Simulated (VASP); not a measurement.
A run of VASP 6.6.1:

INCAR

```
PREC = Accurate ; ENCUT = 520
EDIFF = 1E-8 ; ISMEAR = -1
SIGMA = 0.05 ; LREAL = False
LASPH = True ; NELM = 100
ALGO = Normal ; ISIF = 2
LWAVE = False ; LCHARG = False
GGA = PS ; LEFG = True
NBANDS = 34
```

The input KPOINTS:

```
regular mesh
0
Gamma
  9 9 8
```

POSCAR

```
Ga
1.0
    2.2850290614     -3.8727005052      0.0000000000
    2.2850290614      3.8727005052      0.0000000000
    0.0000000000      0.0000000000      4.5761370792
Ga
4
Direct
    0.1525000000      0.8475000000      0.0785000000
    0.6525000000      0.3475000000      0.4215000000
    0.8475000000      0.1525000000      0.9215000000
    0.3475000000      0.6525000000      0.5785000000
```

Potentials or basis: VASP PAW PBE potentials, release 64 (Ga_d).

Launch:

```console
$ cat potpaw_PBE.64/Ga_d/POTCAR > POTCAR
$ mpirun -np 1 vasp_std > vasp.out
```

Hardware: 1 thread of AMD EPYC 9R45 96-Core Processor (Zen 5), with other jobs on the host.

**Question.** How long does it take, and how much memory?

**Answer.** Run time: 2.9 min on 1 thread of AMD EPYC 9R45 96-Core Processor (Zen 5) (shared host), peak memory 0.34 GiB. Counts: scf iterations 17, k points 125.
